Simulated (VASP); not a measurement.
# SiB3W (P6/mmm) in VASP: a series of runs

The runs below take SiB3W through single point, relaxation of cell and atoms, with PBE.

Everything below comes from runs of VASP 6.6.1. Logs are shortened: lines on timing, memory, paths and dates and some standing lists are left out, and cuts for length are marked.

**1. The cell of the first run**

Symmetry: P6/mmm, No. 191, hexagonal system. Conventional cell: a = 3.918 Å, b = 3.918 Å, c = 4.631 Å, α = 90.00°, β = 90.00°, γ = 120.00°. Within 2.6 Å of Si (site symmetry 6/mmm) lie 6 B at 1.96 Å and 2 W at 2.32 Å. B (site symmetry mmm) has 4 B at 1.96 Å and 2 Si at 1.96 Å within 2.6 Å. W (site symmetry 6/mmm) has 2 Si at 2.32 Å and 12 B at 3.03 Å within 3.1 Å.

The cell was generated, and may not be a known phase.

**2. Single point, PBE**

The input, INCAR:

```
SYSTEM = SiB3W
PREC     = Accurate       ! precision mode
ENCUT    = 520            ! plane-wave cutoff, eV
EDIFF    = 1E-6           ! SCF threshold, eV
ISMEAR   = 0              ! smearing method
SIGMA    = 0.1            ! smearing width, eV
LREAL    = .False.        ! projectors in reciprocal space
LASPH    = .True.         ! aspherical terms in the spheres
NELM     = 80             ! most SCF steps
ALGO     = Normal         ! electronic algorithm
ISIF     = 2              ! what is computed and relaxed
LWAVE    = .False.        ! write WAVECAR
LCHARG   = .False.        ! write CHGCAR
GGA      = PE             ! functional
NBANDS   = 22             ! bands
```

The input, KPOINTS:

```
regular mesh
0
Gamma
  12 12 8
  0 0 0
```

The input, POSCAR:

```
SiB3W
1.0
    3.9182787441      0.0000000000      0.0000000000
   -1.9591393721      3.3933289315      0.0000000000
    0.0000000000      0.0000000000      4.6305048016
Si B W
1 3 1
Direct
    0.0000000000      0.0000000000      0.0000000000
    0.5000000000      0.0000000000      0.0000000000
    0.0000000000      0.5000000000      0.0000000000
    0.5000000000      0.5000000000      0.0000000000
    0.0000000000      0.0000000000      0.5000000000
```

Potentials or basis: VASP PAW PBE potentials, release 64 (Si, B, W_sv).

The run is started by

```
cat potpaw_PBE.64/Si/POTCAR potpaw_PBE.64/B/POTCAR potpaw_PBE.64/W_sv/POTCAR > POTCAR
mpirun -np 1 vasp_std > vasp.out
```

OUTCAR:

```text
SYSTEM = SiB3W
   PREC = Accurate
   ENCUT = 520
   EDIFF = 1E-6
   ISMEAR = 0
   LREAL = .False.
   LASPH = .True.
   NELM = 80
   ISIF = 2
   GGA = PE

 ion  position               nearest neighbor table
   1  0.000  0.000  0.000-   4 1.96   4 1.96   2 1.96   2 1.96   3 1.96   3 1.96   5 2.32   5 2.32

   2  0.500  0.000  0.000-   3 1.96   3 1.96   1 1.96   1 1.96   4 1.96   4 1.96
   3  0.000  0.500  0.000-   2 1.96   2 1.96   4 1.96   4 1.96   1 1.96   1 1.96
   4  0.500  0.500  0.000-   1 1.96   1 1.96   3 1.96   3 1.96   2 1.96   2 1.96
   5  0.000  0.000  0.500-   1 2.32   1 2.32

  LATTYP: Found a hexagonal cell.
 ALAT       =     3.9182787441
 C/A-ratio  =     1.1817701353

  Lattice vectors:

 A1 = (   3.9182787441,   0.0000000000,   0.0000000000)
 A2 = (  -1.9591393721,   3.3933289315,   0.0000000000)
 A3 = (   0.0000000000,   0.0000000000,   4.6305048016)

Analysis of symmetry for initial positions (statically):
=====================================================================
 Subroutine PRICEL returns:
 Original cell was already a primitive cell.

 Routine SETGRP: Setting up the symmetry group for a
 hexagonal supercell.

 Subroutine GETGRP returns: Found 24 space group operations
 (whereof 24 operations were pure point group operations)
 out of a pool of 24 trial point group operations.

The static configuration has the point symmetry D_6h.

Analysis of symmetry for dynamics (positions and initial velocities):
=====================================================================
 Subroutine PRICEL returns:
 Original cell was already a primitive cell.

 Routine SETGRP: Setting up the symmetry group for a
 hexagonal supercell.

 Subroutine GETGRP returns: Found 24 space group operations
 (whereof 24 operations were pure point group operations)
 out of a pool of 24 trial point group operations.

The dynamic configuration has the point symmetry D_6h.

 Subroutine INISYM returns: Found 24 space group operations
 (whereof 24 operations are pure point group operations),
 and found     1 'primitive' translations

----------------------------------------------------------------------------------------

                                     Primitive cell

  volume of cell :      61.5672

  direct lattice vectors                    reciprocal lattice vectors
     3.918278744  0.000000000  0.000000000     0.255214104  0.147347932  0.000000000
    -1.959139372  3.393328932  0.000000000     0.000000000  0.294695864  0.000000000
     0.000000000  0.000000000  4.630504802     0.000000000  0.000000000  0.215959176

  length of vectors
     3.918278744  3.918278744  4.630504802     0.294695864  0.294695864  0.215959176

  position of ions in fractional coordinates (direct lattice)
     0.000000000  0.000000000  0.000000000
     0.500000000  0.000000000  0.000000000
     0.000000000  0.500000000  0.000000000
     0.500000000  0.500000000  0.000000000
     0.000000000  0.000000000  0.500000000

  ion indices of the primitive-cell ions
   primitive index   ion index
                 1           1
                 2           2
                 3           3
                 4           4
                 5           5

----------------------------------------------------------------------------------------

 KPOINTS: regular mesh

Automatic generation of k-mesh.
 Grid dimensions read from file:
 generate k-points for:   12   12    8

 Generating k-lattice:

  Cartesian coordinates                     Fractional coordinates (reciprocal lattice)
     0.021267842  0.012278994  0.000000000     0.083333333  0.000000000  0.000000000
     0.000000000  0.024557989  0.000000000     0.000000000  0.083333333  0.000000000
     0.000000000  0.000000000  0.026994897     0.000000000  0.000000000  0.125000000

  Length of vectors
     0.024557989  0.024557989  0.026994897

  Shift w.r.t. Gamma in fractional coordinates (k-lattice)
     0.000000000  0.000000000  0.000000000

 Subroutine IBZKPT returns following result:
 ===========================================

 Found     95 irreducible k-points:

 Following reciprocal coordinates:
            Coordinates               Weight
  0.000000  0.000000  0.000000      1.000000
  0.083333 -0.000000  0.000000      6.000000
  0.166667 -0.000000  0.000000      6.000000
  0.250000 -0.000000  0.000000      6.000000
  0.333333 -0.000000  0.000000      6.000000
  0.416667 -0.000000  0.000000      6.000000
[... 16 lines left out ...]
  0.250000 -0.000000  0.125000     12.000000
  0.333333 -0.000000  0.125000     12.000000
 [... further k-points ...]
   k-points           NKPTS =     95   k-points in BZ     NKDIM =     95   number of bands    NBANDS=     22
   number of dos      NEDOS =    301   number of ions     NIONS =      5
   total plane-waves  NPLWV =  32400
   dimension x,y,z NGX =    30 NGY =   30 NGZ =   36
   dimension x,y,z NGXF=    60 NGYF=   60 NGZF=   72
   ions per type =               1   3   1
   NGX,Y,Z   is equivalent  to a cutoff of  12.73, 12.73, 12.92 a.u.
   NGXF,Y,Z  is equivalent  to a cutoff of  25.46, 25.46, 25.85 a.u.
 SYSTEM =  SiB3W
   PREC   = accura    normal or accurate (medium, high low for compatibility)
   ISTART =      0    job   : 0-new  1-cont  2-samecut
   ICHARG =      2    charge: 1-file 2-atom 10-const
   ISPIN  =      1    spin polarized calculation?
   LNONCOLLINEAR =      F non collinear calculations
   LSORBIT =      F    spin-orbit coupling
   LASPH  =      T    aspherical Exc in radial PAW
   ENCUT  =  520.0 eV  38.22 Ry    6.18 a.u.   7.29  7.29  8.61*2*pi/ulx,y,z
   NELM   =     80;   NELMIN=  2; NELMDL= -5     # of ELM steps
   EDIFF  = 0.1E-05   stopping-criterion for ELM
   LREAL  =      F    real-space projection
   EDIFFG = 0.1E-04   stopping-criterion for IOM
   NSW    =      0    number of steps for IOM
   IBRION =     -1    ionic relax: 0-MD 1-quasi-New 2-CG
   NFREE  =      0    steps in history (QN), initial steepest desc. (CG)
   ISIF   =      2    stress and relaxation
   ISYM   =      2    0-nonsym 1-usesym 2-fastsym
   POTIM  = 0.5000    time-step for ionic-motion
   TEBEG  =    0.0;   TEEND  =   0.0 temperature during run
   PSTRESS=    0.0 pullay stress
   NELECT =      27.0000    total number of electrons
   NUPDOWN=      -1.0000    fix difference up-down
   EMIN   =  10.00;   EMAX   =-10.00  energy-range for DOS
   EFERMI =   0.00;   METHOD = LEGACY
   ISMEAR =     0;   SIGMA  =   0.10  broadening in eV -4-tet -1-fermi 0-gaus
   EFERMI_NEDOS =   21; number of points for ismear=-14 and -15
   IALGO  =     38    algorithm
   IMIX   =      4    mixing-type and parameters
     AMIX     =   0.40;   BMIX     =  1.00
     AMIX_MAG =   1.60;   BMIX_MAG =  1.00
  volume/ion in A,a.u.               =      12.31        83.10
  Fermi-wavevector in a.u.,A,eV,Ry     =   1.243788  2.350418 21.048315  1.547008
  Thomas-Fermi vector in A             =   2.378083
   LORBIT       =      0    0 simple, 1 ext, 2 COOP (PROOUT), +10 PAW based schemes
   GGA     = PE    functional components
   LHFCALC =     F    Hartree Fock is set to
   AEXX    =    0.0000 exact exchange contribution
   IVDW    =     0    specifies the selected vdW correction
   LEPSILON=     F    determine dielectric tensor
   LRPA    =     F    only Hartree local field effects (RPA)
 non-spin polarized calculation
 Gauss-broadening in eV      SIGMA  =   0.10
  energy-cutoff  :      520.00
  volume of cell :       61.57
 maximum number of plane-waves:      1691
 NGX is ok and might be reduce to    30
   NGX = 15   NGY = 15   NGZ = 17

 number of electron      26.9999999 magnetization

 Free energy of the ion-electron system (eV)
  ---------------------------------------------------
  ext. energy  EPLUGINS =         0.00000000
  ---------------------------------------------------
  free energy    TOTEN  =       -29.48351180 eV

  energy without entropy =      -29.46591277  energy(sigma->0) =      -29.47471228

 E-fermi :   7.0173     XC(G=0): -11.1696

 val. band max:        7.0123518375   @ k =   0.3333   0.2500   0.3750
 cond. band min:       7.0174112487   @ k =   0.3333   0.3333   0.0000
 fundamental gap:      0.0050594112
 Fermi energy:         7.0173261371

 k-point     1 :       0.0000    0.0000    0.0000
  band No.  band energies     occupation
      1     -67.2353      2.00000
      2     -31.4550      2.00000
      3     -31.4377      2.00000
      4     -31.4377      2.00000
      5      -8.0151      2.00000
      6       0.1989      2.00000
[... 14 lines left out ...]
     21      12.2921      0.00000
     22      17.3207      0.00000

 k-point     2 :       0.0833   -0.0000    0.0000
  band No.  band energies     occupation
      1     -67.2353      2.00000
      2     -31.4548      2.00000
      3     -31.4393      2.00000
      4     -31.4381      2.00000
      5      -7.9436      2.00000
      6      -0.2152      2.00000
[... 14 lines left out ...]
     21      12.1800      0.00000
     22      17.0302      0.00000

 k-point     3 :       0.1667   -0.0000    0.0000
  band No.  band energies     occupation
      1     -67.2352      2.00000
      2     -31.4542      2.00000
      3     -31.4435      2.00000
      4     -31.4392      2.00000
      5      -7.7304      2.00000
      6      -1.1917      2.00000
[... 14 lines left out ...]
     21      12.1558      0.00000
     22      16.1716      0.00000

 k-point     4 :       0.2500   -0.0000    0.0000
  band No.  band energies     occupation
      1     -67.2351      2.00000
      2     -31.4534      2.00000
      3     -31.4493      2.00000
      4     -31.4408      2.00000
      5      -7.3795      2.00000
      6      -2.3062      2.00000
[... 14 lines left out ...]
     21      12.5098      0.00000
     22      14.4692      0.00000

 k-point     5 :       0.3333   -0.0000    0.0000
  band No.  band energies     occupation
      1     -67.2349      2.00000
      2     -31.4550      2.00000
      3     -31.4527      2.00000
      4     -31.4423      2.00000
      5      -6.9015      2.00000
      6      -3.3787      2.00000
[... 14 lines left out ...]
     21      12.1252      0.00000
     22      13.8006      0.00000

 k-point     6 :       0.4167   -0.0000    0.0000
  band No.  band energies     occupation
      1     -67.2348      2.00000
      2     -31.4592      2.00000
      3     -31.4521      2.00000
      4     -31.4434      2.00000
      5      -6.3348      2.00000
      6      -4.3152      2.00000
[... 14 lines left out ...]
     21      12.1106      0.00000
     22      12.7646      0.00000

 k-point     7 :       0.5000   -0.0000    0.0000
  band No.  band energies     occupation
      1     -67.2348      2.00000
      2     -31.4608      2.00000
      3     -31.4519      2.00000
      4     -31.4438      2.00000
      5      -5.9478      2.00000
      6      -4.8273      2.00000
[... 324 lines left out ...]
      6       0.1443      2.00000
[... 14 lines left out ...]
     21      13.6239      0.00000
     22      17.3155      0.00000

 k-point    21 :       0.0833   -0.0000    0.1250
  band No.  band energies     occupation
      1     -67.2353      2.00000
      2     -31.4562      2.00000
      3     -31.4392      2.00000
      4     -31.4381      2.00000
      5      -7.8857      2.00000
      6      -0.2578      2.00000
[... 14 lines left out ...]
     21      13.4787      0.00000
     22      16.9755      0.00000

 k-point    22 :       0.1667   -0.0000    0.1250
  band No.  band energies     occupation
      1     -67.2352      2.00000
      2     -31.4557      2.00000
      3     -31.4435      2.00000
      4     -31.4392      2.00000
      5      -7.6735      2.00000
      6      -1.2083      2.00000
[... 14 lines left out ...]
     21      13.1756      0.00000
     22      16.2056      0.00000

 k-point    23 :       0.2500   -0.0000    0.1250
  band No.  band energies     occupation
      1     -67.2350      2.00000
      2     -31.4549      2.00000
      3     -31.4492      2.00000
      4     -31.4407      2.00000
      5      -7.3238      2.00000
      6      -2.3083      2.00000
[... 14 lines left out ...]
     21      12.8526      0.00000
     22      14.9293      0.00000

 k-point    24 :       0.3333   -0.0000    0.1250
  band No.  band energies     occupation
      1     -67.2349      2.00000
      2     -31.4550      2.00000
      3     -31.4541      2.00000
      4     -31.4422      2.00000
      5      -6.8459      2.00000
      6      -3.3744      2.00000
[... 14 lines left out ...]
     21      12.2494      0.00000
     22      13.8198      0.00000

 [... further k-points ...]

------------------------ aborting loop because EDIFF is reached ----------------------------------------

  FORCE on cell =-STRESS in cart. coord.  units (eV):
  Direction    XX          YY          ZZ          XY          YZ          ZX
  --------------------------------------------------------------------------------------
  -------------------------------------------------------------------------------------
  Total       -0.0729510     -0.0729510      0.0273260      0.0000000     -0.0000000      0.0000000
  in kB       -1.8984197     -1.8984197      0.7111115      0.0000000     -0.0000000      0.0000000
  external PRESSURE =      -1.0285760 kB  Pullay stress =       0.0000000 kB

 VOLUME and BASIS-vectors are now :
 -----------------------------------------------------------------------------
  energy-cutoff  :      520.00
  volume of cell :       61.57
      direct lattice vectors                 reciprocal lattice vectors
     3.918278744  0.000000000  0.000000000     0.255214104  0.147347932  0.000000000
    -1.959139372  3.393328932  0.000000000     0.000000000  0.294695864  0.000000000
     0.000000000  0.000000000  4.630504802     0.000000000  0.000000000  0.215959176

 POSITION                                       TOTAL-FORCE (eV/Angst)
 -----------------------------------------------------------------------------------
      0.00000      0.00000      0.00000         0.000000      0.000000      0.000000
      1.95914      0.00000      0.00000         0.000000      0.000000      0.000000
     -0.97957      1.69666      0.00000        -0.000000      0.000000      0.000000
      0.97957      1.69666      0.00000         0.000000      0.000000      0.000000
      0.00000      0.00000      2.31525         0.000000      0.000000      0.000000
 -----------------------------------------------------------------------------------
    total drift:                               -0.000000      0.000000      0.000000

  FREE ENERGIE OF THE ION-ELECTRON SYSTEM (eV)
  ---------------------------------------------------
  free  energy   TOTEN  =       -29.4835117968 eV

  energy  without entropy=      -29.4659127653  energy(sigma->0) =      -29.47471228
```

It took 3.6 min on 1 thread of Intel Xeon 8259CL, shared host; peak memory 0.27 GiB.

What came out:

* Free energy: -29.4835 eV
* Pressure: -0.1 GPa
* Band gap on the k mesh: zero (an odd number of electrons rules out a gap without spin polarisation)

Caveat: spin-orbit coupling is left out, which moves the levels of the heavy elements.

**3. Relaxation of cell and atoms, PBE**

The input, INCAR:

```
SYSTEM = SiB3W
ALGO = Normal ; EDIFF = 1E-6
EDIFFG = -0.01 ; ENCUT = 600
GGA = PE ; IBRION = 2
ISIF = 3 ; ISMEAR = 0
LASPH = .TRUE. ; LCHARG = .FALSE.
LREAL = .FALSE. ; LWAVE = .FALSE.
NELM = 80 ; NSW = 100
PREC = Accurate ; SIGMA = 0.1
```

The input, KPOINTS:

```
k-points
0
G
  12 12 8
  0 0 0
```

Changes to POSCAR since step 2:

```diff
@@ -2,5 +2,5 @@
 1.0
-    3.9182787441      0.0000000000      0.0000000000
-   -1.9591393721      3.3933289315      0.0000000000
-    0.0000000000      0.0000000000      4.6305048016
+    3.9104431285      0.0000000000      0.0000000000
+   -1.9552215643      3.3865430894      0.0000000000
+    0.0000000000      0.0000000000      4.6511672023
 Si B W
```

Potentials or basis: VASP PAW PBE potentials, release 64 (Si, B, W_sv).

The run is started by

```
cat potpaw_PBE.64/Si/POTCAR potpaw_PBE.64/B/POTCAR potpaw_PBE.64/W_sv/POTCAR > POTCAR
mpirun -np 1 vasp_std > vasp.out
```

Run time: 5.5 min. Hardware: 1 thread of Intel Xeon 8259CL, shared host; peak memory 0.3 GiB.

It converged, with:

| Property | Result |
| --- | --- |
| Free energy | -29.4867 eV |
| Relaxed volume | 12.31 Å³/atom |
| Relaxed cell | a = 3.917 Å, b = 3.917 Å, c = 4.632 Å, α = 90.00°, β = 90.00°, γ = 120.00° |
| Space group after relaxing (to 0.1 Å) | P6/mmm (No. 191) |
| Energy gained by relaxing | 0.3 meV/atom |
| Ionic steps | 3 |
| Pressure after relaxing | 0.0 GPa |
| Band gap on the k mesh | zero (an odd number of electrons rules out a gap without spin polarisation) |

Step by step:
| step | energy change (eV) | largest force (eV/Å) | pressure (GPa) | volume (Å³) |
| --- | --- | --- | --- | --- |
| 1 | 0.0000 | 0.0000 | -0.09 | 61.59 |
| 2 | -0.0013 | 0.0000 | 0.00 | 61.53 |
| 3 | -0.0013 | 0.0000 | -0.02 | 61.54 |

Final structure:
```
CELL_PARAMETERS angstrom
3.91669 0.00000 0.00000
-1.95835 3.39196 0.00000
0.00000 0.00000 4.63204
ATOMIC_POSITIONS crystal
Si 0.00000 0.00000 0.00000
B 0.50000 0.00000 0.00000
B 0.00000 0.50000 0.00000
B 0.50000 0.50000 0.00000
W 0.00000 0.00000 0.50000
```

Levels at points of the mesh, in eV from the Fermi level:
| k point | band 12 | band 13 | band 14 | band 15 | band 16 | band 17 |
| --- | --- | --- | --- | --- | --- | --- |
| (0.00, 0.00, 0.00) | -2.51 | -2.31 | -0.74 | -0.74 | 0.94 | 0.94 |
| (0.50, 0.00, 0.00) | -1.20 | -0.58 | 0.11 | 1.98 | 2.07 | 2.23 |
| (0.00, 0.00, 0.50) | -1.77 | -0.73 | -0.73 | -0.26 | 1.16 | 1.16 |
| (0.50, 0.00, 0.50) | -0.11 | 0.84 | 1.05 | 1.12 | 1.37 | 1.47 |

Caveat: the highest band is partly filled, so the run has too few bands; spin-orbit coupling is left out, which moves the levels of the heavy elements.
